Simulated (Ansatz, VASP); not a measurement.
**Ti2AlN3: VASP beside Ansatz**

```
CELL_PARAMETERS angstrom
6.35012 0.00000 0.00000
-3.17506 5.49936 0.00000
0.00000 0.00000 4.94963
ATOMIC_POSITIONS crystal
Ti 0.33333 0.66667 0.00000
Ti 0.66667 0.33333 0.00000
Al 0.00000 0.00000 0.00000
N 0.50000 0.00000 0.00000
N 0.00000 0.50000 0.00000
N 0.50000 0.50000 0.00000
```

Alike in both runs: functional PBE; k mesh 6 × 6 × 8; occupations gaussian, width 0.01 eV; no spin polarisation.

Ansatz relaxed the structure, and its values are those at the end. VASP's run is a single point on that final structure, the one shown.

|  | VASP | Ansatz |
| --- | --- | --- |
| version | VASP 6.6.1 | Ansatz 0.2.0 |
| potentials or method | VASP PAW PBE potentials, release 64 (Ti_sv, Al, N), cutoff 520 eV | scalar-relativistic, plane waves, PAW |
| valence electrons in the cell | 42 | 42 |

Ansatz gave:

```
gap on the k mesh at the Fermi level (eV) : 0.43
least direct gap on the mesh (eV)         : 0.49
pressure (GPa)                            : 0.0
```

Estimate VASP's values.

gap on the k mesh at the Fermi level (eV): 0.41; least direct gap on the mesh (eV): 0.47; pressure (GPa): 0.1.
